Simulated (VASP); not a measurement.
# Be16CO in VASP: further runs

Be16CO is run at these levels: PBE; tasks: single point.

Everything below comes from runs of VASP 6.6.1. Logs are shortened: lines on timing, memory, paths and dates and some standing lists are left out, and cuts for length are marked.

## (1) The cell of the first run

The cell holds a slab with vacuum, 18 atoms: a = 4.525 Å, b = 4.525 Å, c = 23.476 Å, α = 90.00°, β = 90.00°, γ = 120.00°.

## (2) Single point, PBE

Contents of INCAR:

```
SYSTEM = Be16CO
PREC     = Accurate       ! precision mode
ENCUT    = 1000           ! plane-wave cutoff, eV
EDIFF    = 1E-6           ! SCF threshold, eV
ISMEAR   = 0              ! smearing method
SIGMA    = 0.1            ! smearing width, eV
LREAL    = Auto         
LASPH    = .True.         ! aspherical terms in the spheres
NELM     = 120            ! most SCF steps
ALGO     = Normal         ! electronic algorithm
ISIF     = 2              ! what is computed and relaxed
LWAVE    = .False.        ! write WAVECAR
LCHARG   = .False.        ! write CHGCAR
LDIPOL   = .True.       
IDIPOL   = 3            
DIPOL    = 0.5 0.5 0.316
GGA      = PE             ! functional
NBANDS   = 36             ! bands
GGA_COMPAT= .False.      
NELMDL   = -8
```

Contents of KPOINTS:

```
Automatic mesh
0
Gamma
  6 6 1
  0 0 0
```

Contents of POSCAR:

```
Be16CO
1.0
    4.5254381410      0.0000000000      0.0000000000
   -2.2627190705      3.9191443934      0.0000000000
    0.0000000000      0.0000000000     23.4761687145
Be C O
16 1 1
Direct
    0.3333333333      0.1666666667      0.1703855535
    0.3333333333      0.6666666667      0.1703855535
    0.8333333333      0.1666666667      0.1703855535
    0.8333333333      0.6666666667      0.1703855535
    0.1666666667      0.3333333333      0.2463521558
    0.1666666667      0.8333333333      0.2463521558
    0.6666666667      0.3333333333      0.2463521558
    0.6666666667      0.8333333333      0.2463521558
    0.3333333333      0.1666666667      0.3241941575
    0.3333333333      0.6666666667      0.3241941575
    0.8333333333      0.1666666667      0.3241941575
    0.8333333333      0.6666666667      0.3241941575
    0.1666666667      0.3333333333      0.4036505628
    0.1666666667      0.8333333333      0.4036505628
    0.6666666667      0.3333333333      0.4036505628
    0.6666666667      0.8333333333      0.4036505628
    0.1666666667      0.3333333333      0.5301618363
    0.2406624093      0.2593375907      0.5729537194
```

Potentials or basis: VASP PAW PBE potentials, release 64 (Be, C_h, O_h).

Launch:

```sh
cat potpaw_PBE.64/Be/POTCAR potpaw_PBE.64/C_h/POTCAR potpaw_PBE.64/O_h/POTCAR > POTCAR
mpirun -np 1 vasp_std > vasp.out
```

OUTCAR:

```text
SYSTEM = Be16CO
   PREC = Accurate
   ENCUT = 1000
   EDIFF = 1E-6
   ISMEAR = 0
   LREAL = Auto
   LASPH = .True.
   NELM = 120
   ISIF = 2
   GGA = PE
   NELMDL = -8

 ion  position               nearest neighbor table
   1  0.333  0.167  0.170-   5 2.21   7 2.21   6 2.21   3 2.26   3 2.26   2 2.26   2 2.26   4 2.26
                             4 2.26
   2  0.333  0.667  0.170-   6 2.21   8 2.21   5 2.21   4 2.26   4 2.26   3 2.26   1 2.26   1 2.26
                             3 2.26
   3  0.833  0.167  0.170-   7 2.21   5 2.21   8 2.21   1 2.26   1 2.26   2 2.26   4 2.26   4 2.26
                             2 2.26
   4  0.833  0.667  0.170-   8 2.21   6 2.21   7 2.21   2 2.26   2 2.26   1 2.26   3 2.26   3 2.26
                             1 2.26
   5  0.167  0.333  0.246-   1 2.21   3 2.21   2 2.21   9 2.25  11 2.25  10 2.25   7 2.26   7 2.26
                             6 2.26   6 2.26   8 2.26   8 2.26
   6  0.167  0.833  0.246-   2 2.21   4 2.21   1 2.21  10 2.25  12 2.25   9 2.25   8 2.26   8 2.26
                             7 2.26   5 2.26   5 2.26   7 2.26
   7  0.667  0.333  0.246-   3 2.21   1 2.21   4 2.21  11 2.25   9 2.25  12 2.25   5 2.26   5 2.26
                             6 2.26   8 2.26   8 2.26   6 2.26
   8  0.667  0.833  0.246-   4 2.21   2 2.21   3 2.21  12 2.25  10 2.25  11 2.25   6 2.26   6 2.26
                             5 2.26   7 2.26   7 2.26   5 2.26
   9  0.333  0.167  0.324-   5 2.25   7 2.25   6 2.25  11 2.26  11 2.26  12 2.26  10 2.26  10 2.26
                            12 2.26  13 2.28  15 2.28  14 2.28
  10  0.333  0.667  0.324-   6 2.25   8 2.25   5 2.25  12 2.26  12 2.26   9 2.26   9 2.26  11 2.26
                            11 2.26  14 2.28  16 2.28  13 2.28
  11  0.833  0.167  0.324-   7 2.25   5 2.25   8 2.25   9 2.26   9 2.26  12 2.26  12 2.26  10 2.26
                            10 2.26  15 2.28  13 2.28  16 2.28
  12  0.833  0.667  0.324-   8 2.25   6 2.25   7 2.25  10 2.26  10 2.26  11 2.26  11 2.26   9 2.26
                             9 2.26  16 2.28  14 2.28  15 2.28
  13  0.167  0.333  0.404-  15 2.26  15 2.26  16 2.26  14 2.26  14 2.26  16 2.26   9 2.28  11 2.28
                            10 2.28
  14  0.167  0.833  0.404-  16 2.26  16 2.26  13 2.26  13 2.26  15 2.26  15 2.26  10 2.28  12 2.28
                             9 2.28
  15  0.667  0.333  0.404-  13 2.26  13 2.26  16 2.26  16 2.26  14 2.26  14 2.26  11 2.28   9 2.28
                            12 2.28
  16  0.667  0.833  0.404-  14 2.26  14 2.26  15 2.26  15 2.26  13 2.26  13 2.26  12 2.28  10 2.28
                            11 2.28
  17  0.167  0.333  0.530-  18 1.16
  18  0.241  0.259  0.573-  17 1.16

  LATTYP: Found a hexagonal cell.
 ALAT       =     4.5254381410
 C/A-ratio  =     5.1876012848

  Lattice vectors:

 A1 = (   4.5254381410,   0.0000000000,   0.0000000000)
 A2 = (  -2.2627190705,   3.9191443934,   0.0000000000)
 A3 = (   0.0000000000,   0.0000000000,  23.4761687145)

Analysis of symmetry for initial positions (statically):
=====================================================================
 Subroutine PRICEL returns:
 Original cell was already a primitive cell.

 Routine SETGRP: Setting up the symmetry group for a
 hexagonal supercell.

 Subroutine GETGRP returns: Found  2 space group operations
 (whereof  1 operations were pure point group operations)
 out of a pool of 24 trial point group operations.

The static configuration has the point symmetry C_1 .
 The point group associated with its full space group is C_1h.

Analysis of symmetry for dynamics (positions and initial velocities):
=====================================================================
 Subroutine PRICEL returns:
 Original cell was already a primitive cell.

 Routine SETGRP: Setting up the symmetry group for a
 hexagonal supercell.

 Subroutine GETGRP returns: Found  2 space group operations
 (whereof  1 operations were pure point group operations)
 out of a pool of 24 trial point group operations.

The dynamic configuration has the point symmetry C_1 .
 The point group associated with its full space group is C_1h.

 Subroutine INISYM returns: Found  2 space group operations
 (whereof  1 operations are pure point group operations),
 and found     1 'primitive' translations

----------------------------------------------------------------------------------------

                                     Primitive cell

  volume of cell :     416.3697

  direct lattice vectors                    reciprocal lattice vectors
     4.525438141  0.000000000  0.000000000     0.220973079  0.127578867  0.000000000
[... 69 lines left out ...]
 ===========================================

 Found     13 irreducible k-points:

 Following reciprocal coordinates:
            Coordinates               Weight
  0.000000  0.000000  0.000000      1.000000
  0.166667  0.000000  0.000000      4.000000
 -0.166667  0.166667  0.000000      2.000000
  0.333333  0.000000  0.000000      4.000000
 -0.333333  0.333333  0.000000      2.000000
  0.500000  0.000000  0.000000      2.000000
  0.500000  0.500000  0.000000      1.000000
  0.166667  0.166667  0.000000      2.000000
 -0.166667  0.333333  0.000000      4.000000
  0.333333  0.166667  0.000000      4.000000
 -0.166667  0.500000  0.000000      4.000000
  0.500000  0.333333  0.000000      4.000000
  0.333333  0.333333  0.000000      2.000000
   k-points           NKPTS =     13   k-points in BZ     NKDIM =     13   number of bands    NBANDS=     36
   number of dos      NEDOS =    301   number of ions     NIONS =     18
   total plane-waves  NPLWV = 576000
   dimension x,y,z NGX =    48 NGY =   48 NGZ =  250
   dimension x,y,z NGXF=    96 NGYF=   96 NGZF=  500
   ions per type =              16   1   1
   NGX,Y,Z   is equivalent  to a cutoff of  17.63, 17.63, 17.70 a.u.
   NGXF,Y,Z  is equivalent  to a cutoff of  35.27, 35.27, 35.41 a.u.
 SYSTEM =  Be16CO
   PREC   = accura    normal or accurate (medium, high low for compatibility)
   ISTART =      0    job   : 0-new  1-cont  2-samecut
   ICHARG =      2    charge: 1-file 2-atom 10-const
   ISPIN  =      1    spin polarized calculation?
   LNONCOLLINEAR =      F non collinear calculations
   LSORBIT =      F    spin-orbit coupling
   LASPH  =      T    aspherical Exc in radial PAW
   ENCUT  = 1000.0 eV  73.50 Ry    8.57 a.u.  11.67 11.67 60.53*2*pi/ulx,y,z
   NELM   =    120;   NELMIN=  2; NELMDL= -8     # of ELM steps
   EDIFF  = 0.1E-05   stopping-criterion for ELM
   LREAL  =      T    real-space projection
   EDIFFG = 0.1E-04   stopping-criterion for IOM
   NSW    =      0    number of steps for IOM
   IBRION =     -1    ionic relax: 0-MD 1-quasi-New 2-CG
   NFREE  =      0    steps in history (QN), initial steepest desc. (CG)
   ISIF   =      2    stress and relaxation
   ISYM   =      2    0-nonsym 1-usesym 2-fastsym
   POTIM  = 0.5000    time-step for ionic-motion
   TEBEG  =    0.0;   TEEND  =   0.0 temperature during run
   PSTRESS=    0.0 pullay stress
   NELECT =      42.0000    total number of electrons
   NUPDOWN=      -1.0000    fix difference up-down
   EMIN   =  10.00;   EMAX   =-10.00  energy-range for DOS
   EFERMI =   0.00;   METHOD = LEGACY
   ISMEAR =     0;   SIGMA  =   0.10  broadening in eV -4-tet -1-fermi 0-gaus
   EFERMI_NEDOS =   21; number of points for ismear=-14 and -15
   IALGO  =     38    algorithm
   IMIX   =      4    mixing-type and parameters
     AMIX     =   0.40;   BMIX     =  1.00
     AMIX_MAG =   1.60;   BMIX_MAG =  1.00
  volume/ion in A,a.u.               =      23.13       156.10
  Fermi-wavevector in a.u.,A,eV,Ry     =   0.762076  1.440115  7.901715  0.580760
  Thomas-Fermi vector in A             =   1.861457
   LORBIT       =      0    0 simple, 1 ext, 2 COOP (PROOUT), +10 PAW based schemes
   GGA     = PE    functional components
   LHFCALC =     F    Hartree Fock is set to
   AEXX    =    0.0000 exact exchange contribution
   IVDW    =     0    specifies the selected vdW correction
   LEPSILON=     F    determine dielectric tensor
   LRPA    =     F    only Hartree local field effects (RPA)
 non-spin polarized calculation
 Gauss-broadening in eV      SIGMA  =   0.10
  energy-cutoff  :     1000.00
  volume of cell :      416.37
 maximum number of plane-waves:     29968
   NGX = 23   NGY = 23   NGZ =121

 dipolmoment           0.000000      0.000000      0.092582 electrons x Angstroem

 number of electron      42.0000001 magnetization

 dipolmoment           0.000000      0.000000     -0.013937 electrons x Angstroem

 Free energy of the ion-electron system (eV)
  ---------------------------------------------------
  ext. energy  EPLUGINS =         0.00000000
  ---------------------------------------------------
  free energy    TOTEN  =       -71.05371131 eV

  energy without entropy =      -71.00131327  energy(sigma->0) =      -71.02751229

 E-fermi :  -1.2388     XC(G=0):  -4.8241

 val. band max:       -1.2511662971   @ k =   0.3333   0.0000   0.0000
 cond. band min:      -1.1979242181   @ k =   0.3333   0.1667   0.0000
 fundamental gap:      0.0532420790
 Fermi energy:        -1.2387797154

 k-point     1 :       0.0000    0.0000    0.0000
  band No.  band energies     occupation
      1     -25.0624      2.00000
      2     -11.2731      2.00000
      3     -10.3149      2.00000
      4      -9.8897      2.00000
      5      -7.8355      2.00000
      6      -7.6846      2.00000
[... 457 lines left out ...]
     32       4.1740      0.00000
     33       4.3460      0.00000
 [bands above 33 left out]

------------------------ aborting loop because EDIFF is reached ----------------------------------------

 vacuum level on the upper side and lower side of the slab       (xc-potential included)        -0.180        -0.028

  FORCE on cell =-STRESS in cart. coord.  units (eV):
  Direction    XX          YY          ZZ          XY          YZ          ZX
  --------------------------------------------------------------------------------------
  -------------------------------------------------------------------------------------
  Total       -7.3576748     -7.0242581     -1.0152749      0.2887474      0.5293670     -0.9168902
  in kB      -28.3120980    -27.0291210     -3.9067454      1.1110907      2.0369872     -3.5281641
  external PRESSURE =     -19.7493215 kB  Pullay stress =       0.0000000 kB

 VOLUME and BASIS-vectors are now :
 -----------------------------------------------------------------------------
  energy-cutoff  :     1000.00
  volume of cell :      416.37
      direct lattice vectors                 reciprocal lattice vectors
     4.525438141  0.000000000  0.000000000     0.220973079  0.127578867  0.000000000
    -2.262719071  3.919144393  0.000000000     0.000000000  0.255157733  0.000000000
     0.000000000  0.000000000 23.476168715     0.000000000  0.000000000  0.042596388

 POSITION                                       TOTAL-FORCE (eV/Angst)
 -----------------------------------------------------------------------------------
      1.13136      0.65319      4.00000        -0.002359      0.001362     -0.195986
     -0.00000      2.61276      4.00000         0.000013     -0.000632     -0.185295
      3.39408      0.65319      4.00000         0.000554      0.000305     -0.185295
      2.26272      2.61276      4.00000         0.002352     -0.001358     -0.199024
      0.00000      1.30638      5.78340         0.004980     -0.002875      0.278747
     -1.13136      3.26595      5.78340        -0.000233      0.005879      0.250796
[... 10 lines left out ...]
      0.00000      1.30638     12.44617         0.973390     -0.561987      2.203541
      0.50229      1.01638     13.45076        -0.958606      0.553451     -2.046974
 -----------------------------------------------------------------------------------
    total drift:                               -0.000872      0.000503     -0.041003

  FREE ENERGIE OF THE ION-ELECTRON SYSTEM (eV)
  ---------------------------------------------------
  free  energy   TOTEN  =       -71.0537113126 eV

  energy  without entropy=      -71.0013132692  energy(sigma->0) =      -71.02751229

 vacuum level on the upper side and lower side of the slab         3.871         4.021
```

It took 22 min on 1 thread of Intel Xeon Platinum 8375C at 2.90GHz (Ice Lake), shared host; peak memory 1.2 GiB.

What came out:

```
Free energy            : -71.0537 eV
Largest force          : 2.474 eV/Å
Band gap on the k mesh : zero (bands 21 and 22 overlap by 2.27 eV)
```

Forces on the atoms (eV/Å):
```
Be  -0.002  0.001 -0.196
Be   0.000 -0.001 -0.185
Be   0.001  0.000 -0.185
Be   0.002 -0.001 -0.199
Be   0.005 -0.003  0.279
Be   0.000  0.006  0.251
Be  -0.005 -0.003  0.251
Be   0.000  0.000  0.242
Be   0.039 -0.022 -0.055
Be   0.005  0.042 -0.017
Be  -0.034 -0.026 -0.017
Be  -0.009  0.005 -0.082
Be   0.022 -0.013  0.126
Be  -0.006  0.044 -0.125
Be  -0.041 -0.016 -0.125
Be   0.011 -0.006 -0.120
C    0.973 -0.562  2.204
O   -0.959  0.553 -2.047
```

## (3) Single point, PBE

Contents of INCAR:

```
PREC = Accurate ; ENCUT = 1000
EDIFF = 1E-6 ; ISMEAR = 0
SIGMA = 0.1 ; LREAL = Auto
LASPH = T ; NELM = 120
ALGO = Normal ; ISIF = 2
LWAVE = F ; LCHARG = F
LDIPOL = T ; IDIPOL = 3
DIPOL = 0.5 0.5 0.310 ; GGA = PE
NBANDS = 36 ; GGA_COMPAT = F
NELMDL = -8
```

Contents of KPOINTS:

```
Automatic mesh
0
Gamma
  6 6 1
```

Changes to POSCAR since step 2:

```diff
@@ -24,3 +24,3 @@
     0.6666666667      0.8333333333      0.4036505628
-    0.1666666667      0.3333333333      0.5301618363
-    0.2406624093      0.2593375907      0.5729537194
+    0.1666666667      0.3333333333      0.4939549062
+    0.3096154644      0.1903845356      0.5067436238
```

Potentials or basis: VASP PAW PBE potentials, release 64 (Be, C_h, O_h).

Launch:

```sh
cat potpaw_PBE.64/Be/POTCAR potpaw_PBE.64/C_h/POTCAR potpaw_PBE.64/O_h/POTCAR > POTCAR
mpirun -np 1 vasp_std > vasp.out
```

Run time: 18 min. Hardware: 1 thread of Intel Xeon Platinum 8488C (Sapphire Rapids), shared host; peak memory 1.2 GiB.

The run converged. Its results:

```
Free energy            : -70.3828 eV
Largest force          : 1.290 eV/Å
Band gap on the k mesh : zero (bands 21 and 22 overlap by 1.71 eV)
```

Forces on the atoms (eV/Å):
```
Be  -0.042  0.024 -0.181
Be  -0.011 -0.054 -0.216
Be   0.041  0.036 -0.216
Be   0.010 -0.006 -0.213
Be  -0.015  0.009  0.403
Be  -0.010 -0.027  0.267
Be   0.019  0.022  0.267
Be   0.013 -0.008  0.136
Be   0.101 -0.058  0.067
Be  -0.023  0.088 -0.025
Be  -0.088 -0.024 -0.025
Be   0.013 -0.007 -0.166
Be  -0.284  0.164 -0.051
Be   0.022 -0.084 -0.583
Be   0.084  0.023 -0.583
Be   0.003 -0.002 -0.388
C    0.948 -0.547  0.582
O   -0.780  0.450  0.924
```

Levels at points of the mesh, in eV from the Fermi level:
| k point | band 19 | band 20 | band 21 | band 22 | band 23 | band 24 |
| --- | --- | --- | --- | --- | --- | --- |
| (0.00, 0.00, 0.00) | -1.76 | -1.72 | -1.71 | -1.16 | 1.46 | 2.21 |
| (0.50, 0.00, 0.00) | -1.06 | 0.05 | 0.56 | 0.71 | 0.80 | 2.32 |
| (0.50, 0.50, 0.00) | -1.09 | 0.19 | 0.30 | 0.74 | 0.86 | 2.63 |

## (4) Single point, PBE

Contents of INCAR:

```
PREC = Accurate
ENCUT = 1000
EDIFF = 1E-6
ISMEAR = 0
SIGMA = 0.1
LREAL = Auto
LASPH = True
NELM = 120
ALGO = Normal
ISIF = 2
LWAVE = False
LCHARG = False
LDIPOL = True
IDIPOL = 3
DIPOL = 0.5 0.5 0.315
GGA = PE
NBANDS = 36
GGA_COMPAT = False
NELMDL = -8
```

KPOINTS is that of step 3.

Changes to POSCAR since step 3:

```diff
@@ -24,3 +24,3 @@
     0.6666666667      0.8333333333      0.4036505628
-    0.1666666667      0.3333333333      0.4939549062
-    0.3096154644      0.1903845356      0.5067436238
+    0.1666666667      0.3333333333      0.5301618363
+    0.2713124495      0.2286875505      0.5651012626
```

Launch:

```sh
cat potpaw_PBE.64/Be/POTCAR potpaw_PBE.64/C_h/POTCAR potpaw_PBE.64/O_h/POTCAR > POTCAR
mpirun -np 1 vasp_std > vasp.out
```

Wall time 20 min (1 thread of Intel Xeon Platinum 8375C at 2.90GHz (Ice Lake), shared host); peak memory 1.2 GiB.

It converged, with:

* Free energy: -71.0698 eV
* Largest force: 2.430 eV/Å
* Band gap on the k mesh: zero (bands 21 and 22 overlap by 2.28 eV)

Forces in eV/Å, atoms in the order of the input:
```
Be  -0.004  0.002 -0.195
Be   0.000 -0.002 -0.183
Be   0.002  0.002 -0.183
Be   0.003 -0.002 -0.196
Be   0.004 -0.002  0.275
Be  -0.001  0.005  0.253
Be  -0.004 -0.002  0.253
Be   0.000  0.000  0.240
Be   0.029 -0.017 -0.060
Be   0.005  0.030 -0.018
Be  -0.024 -0.020 -0.018
Be  -0.010  0.006 -0.072
Be   0.020 -0.012  0.092
Be  -0.009  0.046 -0.117
Be  -0.044 -0.015 -0.117
Be   0.014 -0.008 -0.109
C    1.411 -0.815  1.803
O   -1.393  0.804 -1.648
```

Levels at points of the mesh, in eV from the Fermi level:
```
           k point  band 20  band 21  band 22  band 23  band 24  band 25
(0.00, 0.00, 0.00)    -1.70    -1.70    -1.69     2.57     2.89     2.98
(0.50, 0.00, 0.00)     0.08     0.23     0.82     0.84     2.63     2.96
(0.50, 0.50, 0.00)     0.09     0.24     0.82     0.84     2.99     3.07
```

## (5) Summary

| cell | gap on the mesh (eV) | largest force (eV/Å) |
| --- | --- | --- |
| as given, atomic positions A | none | 2.47 |
| as given, atomic positions B | none | 1.29 |
| as given, atomic positions C | none | 2.43 |

Alike in all rows: task single point; level PBE; potentials or basis VASP PAW PBE potentials, release 64 (Be, C_h, O_h); no spin polarisation; k mesh 6 × 6 × 1; cutoff (eV) 1000; smearing gaussian 0.1 eV.

Absolute energies hang on the potentials; compare differences alone.

The gap in the log of VASP goes by the Fermi energy; the results here count the filled bands.